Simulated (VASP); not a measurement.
A run of VASP 6.6.1 is set up as follows.

Contents of INCAR:

```
ALGO = Normal
EDIFF = 1E-6
ENCUT = 600
GGA = PE
GGA_COMPAT = F
ISIF = 2
ISMEAR = 0
LASPH = T
LCHARG = F
LMAXMIX = 6
LREAL = F
LWAVE = F
NBANDS = 32
NELM = 200
PREC = Accurate
SIGMA = 0.1
```

Contents of KPOINTS:

```
k-points
0
Gamma
  10 10 4
```

POSCAR

```
Nd2Hf2F
1.0
    3.9043228332      0.0000000000      0.0000000000
    0.0000000000      3.9043228332      0.0000000000
    0.0000000000      0.0000000000      8.9911768591
Nd Hf F
2 2 1
Direct
    0.5000000000      0.5000000000      0.1990343963
    0.5000000000      0.5000000000      0.8009656037
    0.0000000000      0.5000000000      0.5000000000
    0.5000000000      0.0000000000      0.5000000000
    0.0000000000      0.0000000000      0.0000000000
```

Potentials or basis: VASP PAW PBE potentials, release 64 (Nd_3, Hf_pv, F), 4f in core.

Launch:

```console
$ cat potpaw_PBE.64/Nd_3/POTCAR potpaw_PBE.64/Hf_pv/POTCAR potpaw_PBE.64/F/POTCAR > POTCAR
$ mpirun -np 1 vasp_std > vasp.out
```

Estimate the band gap on the k mesh.

zero (an odd number of electrons rules out a gap without spin polarisation).

Estimate the pressure.

0.1 GPa.

Predict the largest force.

0.064 eV/Å.

Stress tensor (GPa, compression positive):
```
-0.03  0.00  0.00
 0.00 -0.03  0.00
 0.00  0.00  0.46
```

Caveat: spin-orbit coupling is left out, which moves the levels of the heavy elements; the 4f electrons are frozen in the core, so they carry no moment and show no levels; an odd number of electrons without spin polarisation forces a metal; a magnetic or distorted state may lie lower; the run has no spin polarisation, though such a crystal can be magnetic. With open d or f shells a metallic result of PBE can be an artefact of self-interaction; +U or a hybrid may open a gap.
